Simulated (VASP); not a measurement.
A run of VASP 6.6.1 is set up as follows.

File INCAR:

```
SYSTEM = Ag
PREC = Accurate
ENCUT = 520
EDIFF = 1E-6
ISMEAR = 0
SIGMA = 0.15
LREAL = .False.
LASPH = .True.
NELM = 100
ALGO = Normal
ISIF = 2
LWAVE = .False.
LCHARG = .False.
GGA = PE
NBANDS = 12
```

The input KPOINTS:

```
regular mesh
0
Gamma
  20 20 20
  0 0 0
```

Contents of POSCAR:

```
Ag
1.0
    0.0000000000      1.8898675000      2.0431000000
    1.8898675000      0.0000000000      2.0431000000
    1.8898675000      1.8898675000      0.0000000000
Ag
1
Direct
    0.0000000000      0.0000000000      0.0000000000
```

Potentials or basis: VASP PAW PBE potentials, release 64 (Ag).

The run is started by

```console
$ cat potpaw_PBE.64/Ag/POTCAR > POTCAR
$ mpirun -np 1 vasp_std > vasp.out
```

Task: Predict the pressure.

Result: 32.6 GPa.

Stress tensor (GPa, compression positive):
```
34.89  0.00  0.00
 0.00 34.89  0.00
 0.00  0.00 27.91
```

Caveat: the cell differs from its parent crystal (strain -0.0750 x Voigt [1, 1, 0, 0, 0, 0]).
